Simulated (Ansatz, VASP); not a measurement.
Two plane-wave programs on BaTiO3

The input INCAR:

```
SYSTEM = BaTiO3
  PREC = Accurate
  ENCUT = 600
  EDIFF = 1E-6
  ISMEAR = 0
  SIGMA = 0.01
  LREAL = .FALSE.
  LASPH = .TRUE.
  NELM = 120
  ALGO = Normal
  ISIF = 2
  LWAVE = .FALSE.
  LCHARG = .FALSE.
  GGA = PE
  IVDW = 13
  NBANDS = 28
  GGA_COMPAT = .FALSE.
```

The input KPOINTS:

```
regular mesh
0
G
  6 6 6
  0 0 0
```

POSCAR

```
BaTiO3
1.0
    4.0524349834      0.0000000000      0.0000000000
    0.0000000000      4.0524349834      0.0000000000
    0.0000000000      0.0000000000      4.0708744845
Ba Ti O
1 1 3
Direct
    0.0000000000      0.0000000000      0.0000000000
    0.5000000000      0.5000000000      0.4900000000
    0.5000000000      0.5000000000      0.0190000000
    0.5000000000      0.0000000000      0.5170000000
    0.0000000000      0.5000000000      0.5170000000
```

Input for Ansatz:

```yaml
crystal:
  lattice:
    - [4.0524349833999445, 0.0, 0.0]
    - [0.0, 4.0524349833999445, 0.0]
    - [0.0, 0.0, 4.0708744845494715]
  atoms:
    - { symbol: Ba, position: [0.0, 0.0, 0.0] }
    - { symbol: Ti, position: [0.5, 0.5, 0.49] }
    - { symbol: O, position: [0.5, 0.5, 0.019] }
    - { symbol: O, position: [0.5, 0.0, 0.517] }
    - { symbol: O, position: [0.0, 0.5, 0.517] }
basis:
  ecutwfc: 462.593566181796
kpoints:
  mp_grid:
    grid: [6, 6, 6]
hamiltonian:
  xc: pbe
  dispersion: d4
  pseudopotentials:
    kind: paw
scf:
  occupations:
    method: fixed
output:
  stress: true
```

Alike in both runs: task single point; functional PBE; dispersion D4; k mesh 6 × 6 × 6; no spin polarisation.

```csv
,VASP,Ansatz
version,VASP 6.6.1,Ansatz 0.2.0
potentials or method,"VASP PAW PBE potentials, release 64 (Ba_sv, Ti_sv, O), cutoff 600 eV","plane waves, PAW"
occupations,"gaussian, width 0.01 eV",fixed
valence electrons in the cell,40,40
```

```csv
,VASP,Ansatz,Ansatz less VASP
pressure (GPa),-5.0,-6.4,-1.35
"traceless stress, the component that is largest in VASP (GPa)",0.53,0.50,-0.025
```

Spin-orbit coupling is off throughout.
